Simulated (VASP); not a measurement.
# BaTiO3 (Pm-3m) in VASP: settings compared

BaTiO3 is run at these levels: PBE, r2SCAN; tasks: single point, relaxation of cell and atoms.

Program: VASP 6.6.1. These are calculated values, not measurements. Logs are shortened: lines on timing, memory, paths and dates and some standing lists are left out, and cuts for length are marked.

**1. The cell of the first run**

Symmetry: Pm-3m, No. 221, cubic system. Conventional cell: a = 3.994 Å, b = 3.994 Å, c = 3.994 Å, α = 90.00°, β = 90.00°, γ = 90.00°. Within 3.7 Å of Ba (site symmetry m-3m) lie 12 O at 2.82 Å and 8 Ti at 3.46 Å. Ti (site symmetry m-3m) has 6 O at 2.00 Å within 2.6 Å. Within 2.6 Å of O (site symmetry 4/mmm) lie 2 Ti at 2.00 Å.

**2. Single point, PBE**

Input file INCAR:

```
SYSTEM = BaTiO3
PREC = Accurate
ENCUT = 520
EDIFF = 1E-6
ISMEAR = -1
SIGMA = 0.02
LREAL = .FALSE.
LASPH = .TRUE.
NELM = 80
ALGO = Normal
ISIF = 2
LWAVE = .FALSE.
LCHARG = .TRUE.
GGA = PE
LELF = .TRUE.
LVHAR = .TRUE.
NBANDS = 28
```

Input file KPOINTS:

```
Automatic mesh
0
G
  6 6 6
  0 0 0
```

Input file POSCAR:

```
BaTiO3
1.0
    3.9940965264      0.0000000000      0.0000000000
    0.0000000000      3.9940965264      0.0000000000
    0.0000000000      0.0000000000      3.9940965264
Ba Ti O
1 1 3
Direct
    0.0000000000      0.0000000000      0.0000000000
    0.5000000000      0.5000000000      0.5000000000
    0.5000000000      0.5000000000      0.0000000000
    0.5000000000      0.0000000000      0.5000000000
    0.0000000000      0.5000000000      0.5000000000
```

Potentials or basis: VASP PAW PBE potentials, release 64 (Ba_sv, Ti_sv, O).

Started as:

```
> cat potpaw_PBE.64/Ba_sv/POTCAR potpaw_PBE.64/Ti_sv/POTCAR potpaw_PBE.64/O/POTCAR > POTCAR
> mpirun -np 1 vasp_std > vasp.out
```

OUTCAR:

```text
SYSTEM = BaTiO3
   PREC = Accurate
   ENCUT = 520
   EDIFF = 1E-6
   ISMEAR = -1
   LREAL = .FALSE.
   LASPH = .TRUE.
   NELM = 80
   ISIF = 2
   GGA = PE

 ion  position               nearest neighbor table
   1  0.000  0.000  0.000-   3 2.82   4 2.82   5 2.82   4 2.82   5 2.82   3 2.82   5 2.82   5 2.82
                             3 2.82   4 2.82   4 2.82   3 2.82   2 3.46   2 3.46   2 3.46   2 3.46
   2  0.500  0.500  0.500-   3 2.00   4 2.00   5 2.00   3 2.00   4 2.00   5 2.00   1 3.46   1 3.46
                             1 3.46   1 3.46   1 3.46   1 3.46   1 3.46   1 3.46
   3  0.500  0.500  0.000-   2 2.00   2 2.00   1 2.82   1 2.82   1 2.82   1 2.82
   4  0.500  0.000  0.500-   2 2.00   2 2.00   1 2.82   1 2.82   1 2.82   1 2.82
   5  0.000  0.500  0.500-   2 2.00   2 2.00   1 2.82   1 2.82   1 2.82   1 2.82

  LATTYP: Found a simple cubic cell.
 ALAT       =     3.9940965264

  Lattice vectors:

 A1 = (   3.9940965264,   0.0000000000,   0.0000000000)
 A2 = (   0.0000000000,   3.9940965264,   0.0000000000)
 A3 = (   0.0000000000,   0.0000000000,   3.9940965264)

Analysis of symmetry for initial positions (statically):
=====================================================================
 Subroutine PRICEL returns:
 Original cell was already a primitive cell.

 Routine SETGRP: Setting up the symmetry group for a
 simple cubic supercell.

 Subroutine GETGRP returns: Found 48 space group operations
 (whereof 48 operations were pure point group operations)
 out of a pool of 48 trial point group operations.

The static configuration has the point symmetry O_h .

Analysis of symmetry for dynamics (positions and initial velocities):
=====================================================================
 Subroutine PRICEL returns:
 Original cell was already a primitive cell.

 Routine SETGRP: Setting up the symmetry group for a
 simple cubic supercell.

 Subroutine GETGRP returns: Found 48 space group operations
 (whereof 48 operations were pure point group operations)
 out of a pool of 48 trial point group operations.

The dynamic configuration has the point symmetry O_h .

 Subroutine INISYM returns: Found 48 space group operations
 (whereof 48 operations are pure point group operations),
 and found     1 'primitive' translations

----------------------------------------------------------------------------------------

                                     Primitive cell

  volume of cell :      63.7171

  direct lattice vectors                    reciprocal lattice vectors
     3.994096526  0.000000000  0.000000000     0.250369512  0.000000000  0.000000000
     0.000000000  3.994096526  0.000000000     0.000000000  0.250369512  0.000000000
     0.000000000  0.000000000  3.994096526     0.000000000  0.000000000  0.250369512

  length of vectors
     3.994096526  3.994096526  3.994096526     0.250369512  0.250369512  0.250369512

  position of ions in fractional coordinates (direct lattice)
     0.000000000  0.000000000  0.000000000
     0.500000000  0.500000000  0.500000000
     0.500000000  0.500000000  0.000000000
     0.500000000  0.000000000  0.500000000
     0.000000000  0.500000000  0.500000000

  ion indices of the primitive-cell ions
   primitive index   ion index
                 1           1
                 2           2
                 3           3
                 4           4
                 5           5

----------------------------------------------------------------------------------------

 KPOINTS: Automatic mesh

Automatic generation of k-mesh.
 Grid dimensions read from file:
 generate k-points for:    6    6    6

 Generating k-lattice:

  Cartesian coordinates                     Fractional coordinates (reciprocal lattice)
     0.041728252  0.000000000  0.000000000     0.166666667  0.000000000  0.000000000
     0.000000000  0.041728252  0.000000000     0.000000000  0.166666667  0.000000000
     0.000000000  0.000000000  0.041728252     0.000000000  0.000000000  0.166666667

  Length of vectors
     0.041728252  0.041728252  0.041728252

  Shift w.r.t. Gamma in fractional coordinates (k-lattice)
     0.000000000  0.000000000  0.000000000

 Subroutine IBZKPT returns following result:
 ===========================================

 Found     20 irreducible k-points:

 Following reciprocal coordinates:
            Coordinates               Weight
  0.000000  0.000000  0.000000      1.000000
  0.166667  0.000000  0.000000      6.000000
  0.333333  0.000000  0.000000      6.000000
  0.500000  0.000000  0.000000      3.000000
  0.166667  0.166667  0.000000     12.000000
  0.333333  0.166667  0.000000     24.000000
[... 12 lines left out ...]
  0.500000  0.500000  0.333333      6.000000
  0.500000  0.500000  0.500000      1.000000
   k-points           NKPTS =     20   k-points in BZ     NKDIM =     20   number of bands    NBANDS=     28
   number of dos      NEDOS =    301   number of ions     NIONS =      5
   total plane-waves  NPLWV =  27000
   dimension x,y,z NGX =    30 NGY =   30 NGZ =   30
   dimension x,y,z NGXF=    60 NGYF=   60 NGZF=   60
   ions per type =               1   1   3
   NGX,Y,Z   is equivalent  to a cutoff of  12.49, 12.49, 12.49 a.u.
   NGXF,Y,Z  is equivalent  to a cutoff of  24.97, 24.97, 24.97 a.u.
 SYSTEM =  BaTiO3
   PREC   = accura    normal or accurate (medium, high low for compatibility)
   ISTART =      0    job   : 0-new  1-cont  2-samecut
   ICHARG =      2    charge: 1-file 2-atom 10-const
   ISPIN  =      1    spin polarized calculation?
   LNONCOLLINEAR =      F non collinear calculations
   LSORBIT =      F    spin-orbit coupling
   LASPH  =      T    aspherical Exc in radial PAW
   ENCUT  =  520.0 eV  38.22 Ry    6.18 a.u.   7.43  7.43  7.43*2*pi/ulx,y,z
   NELM   =     80;   NELMIN=  2; NELMDL= -5     # of ELM steps
   EDIFF  = 0.1E-05   stopping-criterion for ELM
   LREAL  =      F    real-space projection
   EDIFFG = 0.1E-04   stopping-criterion for IOM
   NSW    =      0    number of steps for IOM
   IBRION =     -1    ionic relax: 0-MD 1-quasi-New 2-CG
   NFREE  =      0    steps in history (QN), initial steepest desc. (CG)
   ISIF   =      2    stress and relaxation
   ISYM   =      2    0-nonsym 1-usesym 2-fastsym
   POTIM  = 0.5000    time-step for ionic-motion
   TEBEG  =    0.0;   TEEND  =   0.0 temperature during run
   PSTRESS=    0.0 pullay stress
   NELECT =      40.0000    total number of electrons
   NUPDOWN=      -1.0000    fix difference up-down
   EMIN   =  10.00;   EMAX   =-10.00  energy-range for DOS
   EFERMI =   0.00;   METHOD = LEGACY
   ISMEAR =    -1;   SIGMA  =   0.02  broadening in eV -4-tet -1-fermi 0-gaus
   EFERMI_NEDOS =   21; number of points for ismear=-14 and -15
   IALGO  =     38    algorithm
   IMIX   =      4    mixing-type and parameters
     AMIX     =   0.40;   BMIX     =  1.00
     AMIX_MAG =   1.60;   BMIX_MAG =  1.00
  volume/ion in A,a.u.               =      12.74        86.00
  Fermi-wavevector in a.u.,A,eV,Ry     =   1.401768  2.648958 26.734832  1.964955
  Thomas-Fermi vector in A             =   2.524597
   LORBIT       =      0    0 simple, 1 ext, 2 COOP (PROOUT), +10 PAW based schemes
   GGA     = PE    functional components
   LHFCALC =     F    Hartree Fock is set to
   AEXX    =    0.0000 exact exchange contribution
   IVDW    =     0    specifies the selected vdW correction
   LEPSILON=     F    determine dielectric tensor
   LRPA    =     F    only Hartree local field effects (RPA)
 non-spin polarized calculation
  energy-cutoff  :      520.00
  volume of cell :       63.72
 maximum number of plane-waves:      1743
 NGX is ok and might be reduce to    30
   NGX = 15   NGY = 15   NGZ = 15

 number of electron      39.9999976 magnetization

 Free energy of the ion-electron system (eV)
  ---------------------------------------------------
  ext. energy  EPLUGINS =         0.00000000
  ---------------------------------------------------
  free energy    TOTEN  =       -39.95441264 eV

  energy without entropy =      -39.95441264  energy(sigma->0) =      -39.95441264

 E-fermi :   4.4612     XC(G=0): -11.2935

 val. band max:        3.8831283450   @ k =   0.5000   0.5000   0.5000
 cond. band min:       5.6404628612   @ k =   0.0000   0.0000   0.0000
 fundamental gap:      1.7573345162
 Fermi energy:         4.4612144382

 k-point     1 :       0.0000    0.0000    0.0000
  band No.  band energies     occupation
      1     -52.7284      2.00000
      2     -28.9427      2.00000
      3     -28.9427      2.00000
      4     -28.9427      2.00000
      5     -20.9162      2.00000
      6     -13.0247      2.00000
[... 20 lines left out ...]
     27       8.9401      0.00000
     28      11.3359      0.00000

 k-point     2 :       0.1667    0.0000    0.0000
  band No.  band energies     occupation
      1     -52.7281      2.00000
      2     -28.9563      2.00000
      3     -28.9422      2.00000
      4     -28.9422      2.00000
      5     -20.8859      2.00000
      6     -13.0475      2.00000
[... 20 lines left out ...]
     27       9.4803      0.00000
     28      11.9933      0.00000

 k-point     3 :       0.3333    0.0000    0.0000
  band No.  band energies     occupation
      1     -52.7276      2.00000
      2     -28.9833      2.00000
      3     -28.9412      2.00000
      4     -28.9412      2.00000
      5     -20.8240      2.00000
      6     -13.1777      2.00000
[... 20 lines left out ...]
     27      10.7390      0.00000
     28      12.1960      0.00000

 k-point     4 :       0.5000    0.0000    0.0000
  band No.  band energies     occupation
      1     -52.7273      2.00000
      2     -28.9967      2.00000
      3     -28.9407      2.00000
      4     -28.9407      2.00000
      5     -20.7923      2.00000
      6     -13.2643      2.00000
[... 454 lines left out ...]
     27      11.6135      0.00000
     28      11.6720      0.00000

 k-point    19 :       0.5000    0.5000    0.3333
  band No.  band energies     occupation
      1     -52.7255      2.00000
      2     -28.9913      2.00000
      3     -28.9913      2.00000
      4     -28.9777      2.00000
      5     -20.6622      2.00000
      6     -12.2562      2.00000
[... 20 lines left out ...]
     27      11.2938      0.00000
     28      11.6217      0.00000

 k-point    20 :       0.5000    0.5000    0.5000
  band No.  band energies     occupation
      1     -52.7252      2.00000
      2     -28.9906      2.00000
      3     -28.9906      2.00000
      4     -28.9906      2.00000
      5     -20.6449      2.00000
      6     -12.1064      2.00000
[... 20 lines left out ...]
     27      11.6218      0.00000
     28      11.6218      0.00000

------------------------ aborting loop because EDIFF is reached ----------------------------------------

  FORCE on cell =-STRESS in cart. coord.  units (eV):
  Direction    XX          YY          ZZ          XY          YZ          ZX
  --------------------------------------------------------------------------------------
  -------------------------------------------------------------------------------------
  Total        1.9974615      1.9974615      1.9974615      0.0000000     -0.0000000      0.0000000
  in kB       50.2265474     50.2265474     50.2265474      0.0000000     -0.0000000      0.0000000
  external PRESSURE =      50.2265474 kB  Pullay stress =       0.0000000 kB

 VOLUME and BASIS-vectors are now :
 -----------------------------------------------------------------------------
  energy-cutoff  :      520.00
  volume of cell :       63.72
      direct lattice vectors                 reciprocal lattice vectors
     3.994096526  0.000000000  0.000000000     0.250369512  0.000000000  0.000000000
     0.000000000  3.994096526  0.000000000     0.000000000  0.250369512  0.000000000
     0.000000000  0.000000000  3.994096526     0.000000000  0.000000000  0.250369512

 POSITION                                       TOTAL-FORCE (eV/Angst)
 -----------------------------------------------------------------------------------
      0.00000      0.00000      0.00000         0.000000      0.000000      0.000000
      1.99705      1.99705      1.99705         0.000000      0.000000      0.000000
      1.99705      1.99705      0.00000         0.000000      0.000000      0.000000
      1.99705      0.00000      1.99705         0.000000      0.000000      0.000000
      0.00000      1.99705      1.99705         0.000000      0.000000      0.000000
 -----------------------------------------------------------------------------------
    total drift:                                0.000000      0.000000     -0.000000

  FREE ENERGIE OF THE ION-ELECTRON SYSTEM (eV)
  ---------------------------------------------------
  free  energy   TOTEN  =       -39.9544126397 eV

  energy  without entropy=      -39.9544126397  energy(sigma->0) =      -39.95441264
```

It took 25 s on 1 thread of AMD EPYC 9R45 (Zen 5), shared host; peak memory 0.16 GiB.

Results:

* Free energy: -39.9544 eV
* Pressure: 5.0 GPa
* Band gap on the k mesh: 1.76 eV (least direct gap 1.90 eV)

Levels at points of the mesh, in eV from the valence-band top:
```csv
k point,band 17,band 18,band 19,band 20,band 21,band 22,band 23,band 24
"(0.00, 0.00, 0.00)",-1.10,-0.14,-0.14,-0.14,1.76,1.76,1.76,3.95
"(0.50, 0.00, 0.00)",-1.84,-1.84,-0.71,-0.71,1.92,3.52,3.52,3.95
"(0.50, 0.50, 0.00)",-1.72,-0.87,-0.87,-0.09,3.52,3.52,3.94,4.81
"(0.50, 0.50, 0.50)",-2.40,0.00,0.00,0.00,4.20,4.20,4.20,6.75
```

Caveat: the cell stands under pressure; spin-orbit coupling is left out, which moves the levels of the heavy elements. A k mesh can miss the band edges.

**3. Single point, PBE**

This run uses another cell than the first one, of 12.99 Å³/atom.

Input file INCAR:

```
SYSTEM = BaTiO3
PREC     = Accurate       ! precision mode
ENCUT    = 520            ! plane-wave cutoff, eV
EDIFF    = 1E-7           ! SCF threshold, eV
ISMEAR   = -1             ! smearing method
SIGMA    = 0.02           ! smearing width, eV
LREAL    = .False.        ! projectors in reciprocal space
LASPH    = .True.         ! aspherical terms in the spheres
NELM     = 100            ! most SCF steps
ALGO     = Normal         ! electronic algorithm
ISIF     = 2              ! what is computed and relaxed
LWAVE    = .False.        ! write WAVECAR
LCHARG   = .True.         ! write CHGCAR
GGA      = PE             ! functional
LELF     = .True.         ! ELF
LVHAR    = .True.       
NBANDS   = 28             ! bands
```

Input file KPOINTS:

```
regular mesh
0
Gamma
  6 6 6
  0 0 0
```

Changes to POSCAR since step 2:

```diff
@@ -2,5 +2,5 @@
 1.0
-    3.9940965264      0.0000000000      0.0000000000
-    0.0000000000      3.9940965264      0.0000000000
-    0.0000000000      0.0000000000      3.9940965264
+    4.0193113317      0.0000000000      0.0000000000
+    0.0000000000      4.0193113317      0.0000000000
+    0.0000000000      0.0000000000      4.0193113317
 Ba Ti O
```

Potentials or basis: VASP PAW PBE potentials, release 64 (Ba_sv, Ti_sv, O).

Started as:

```
> cat potpaw_PBE.64/Ba_sv/POTCAR potpaw_PBE.64/Ti_sv/POTCAR potpaw_PBE.64/O/POTCAR > POTCAR
> mpirun -np 1 vasp_std > vasp.out
```

It took 27 s on 1 thread of AMD EPYC 9R45 (Zen 5), shared host; peak memory 0.16 GiB.

Results (log left out):

```
Free energy            : -39.9812 eV
Pressure               : 1.7 GPa
Band gap on the k mesh : 1.72 eV (least direct gap 1.88 eV)
```

Levels at points of the mesh, in eV from the valence-band top:
| k point | band 17 | band 18 | band 19 | band 20 | band 21 | band 22 | band 23 | band 24 |
| --- | --- | --- | --- | --- | --- | --- | --- | --- |
| (0.00, 0.00, 0.00) | -1.07 | -0.16 | -0.16 | -0.16 | 1.72 | 1.72 | 1.72 | 3.82 |
| (0.50, 0.00, 0.00) | -1.81 | -1.81 | -0.71 | -0.71 | 1.87 | 3.42 | 3.42 | 3.82 |
| (0.50, 0.50, 0.00) | -1.72 | -0.88 | -0.88 | -0.09 | 3.43 | 3.43 | 3.84 | 4.65 |
| (0.50, 0.50, 0.50) | -2.41 | 0.00 | 0.00 | 0.00 | 4.08 | 4.08 | 4.08 | 6.67 |

Caveat: spin-orbit coupling is left out, which moves the levels of the heavy elements.

**4. Single point, r2SCAN**

Changes to POSCAR since step 3:

```diff
@@ -2,5 +2,5 @@
 1.0
-    4.0193113317      0.0000000000      0.0000000000
-    0.0000000000      4.0193113317      0.0000000000
-    0.0000000000      0.0000000000      4.0193113317
+    3.9940965264      0.0000000000      0.0000000000
+    0.0000000000      3.9940965264      0.0000000000
+    0.0000000000      0.0000000000      3.9940965264
 Ba Ti O
```

Input file INCAR.step1:

```
SYSTEM = BaTiO3
ALGO = Normal
EDIFF = 1E-4
ENCUT = 520
GGA = PE
ISMEAR = -1
LASPH = .TRUE.
LCHARG = .FALSE.
LREAL = .FALSE.
LWAVE = .TRUE.
NBANDS = 28
NELM = 80
PREC = Accurate
SIGMA = 0.02
```

Input file INCAR.step2:

```
SYSTEM = BaTiO3
ALGO = Normal
EDIFF = 1E-7
ENCUT = 520
ISIF = 2
ISMEAR = -1
ISTART = 1
LASPH = .TRUE.
LCHARG = .FALSE.
LMIXTAU = .TRUE.
LREAL = .FALSE.
LWAVE = .FALSE.
METAGGA = R2SCAN
NBANDS = 28
NELM = 80
PREC = Accurate
SIGMA = 0.02
```

Input file KPOINTS:

```
k-points
0
G
  6 6 6
  0 0 0
```

Started as:

```
> cat potpaw_PBE.64/Ba_sv/POTCAR potpaw_PBE.64/Ti_sv/POTCAR potpaw_PBE.64/O/POTCAR > POTCAR
> cp INCAR.step1 INCAR
> mpirun -np 1 vasp_std > vasp.out
> cp INCAR.step2 INCAR
> mpirun -np 1 vasp_std > vasp.out
```

Run time: 2.2 min. Hardware: 1 thread of AMD EPYC 9R45 (Zen 5), shared host; peak memory 0.16 GiB.

The run converged. Its results:

| Property | Result |
| --- | --- |
| Free energy | -74.2299 eV |
| Pressure | 2.0 GPa |
| Band gap on the k mesh | 2.15 eV (least direct gap 2.30 eV) |

Levels at points of the mesh, in eV from the valence-band top:
| k point | band 16 | band 17 | band 18 | band 19 | band 20 | band 21 | band 22 | band 23 | band 24 | band 25 |
| --- | --- | --- | --- | --- | --- | --- | --- | --- | --- | --- |
| (0.00, 0.00, 0.00) | -1.13 | -1.13 | -0.15 | -0.15 | -0.15 | 2.15 | 2.15 | 2.15 | 4.21 | 4.21 |
| (0.50, 0.00, 0.00) | -1.94 | -1.83 | -1.83 | -0.75 | -0.75 | 2.30 | 3.88 | 3.88 | 4.22 | 6.37 |
| (0.50, 0.50, 0.00) | -2.71 | -1.78 | -0.88 | -0.88 | -0.09 | 3.89 | 3.89 | 4.34 | 5.14 | 8.17 |
| (0.50, 0.50, 0.50) | -2.42 | -2.42 | 0.00 | 0.00 | 0.00 | 4.58 | 4.58 | 4.58 | 7.44 | 7.44 |

Caveat: the PAW data sets were made with another functional, which shifts forces and pressure a little; spin-orbit coupling is left out, which moves the levels of the heavy elements.

[end of part 1 of 2]
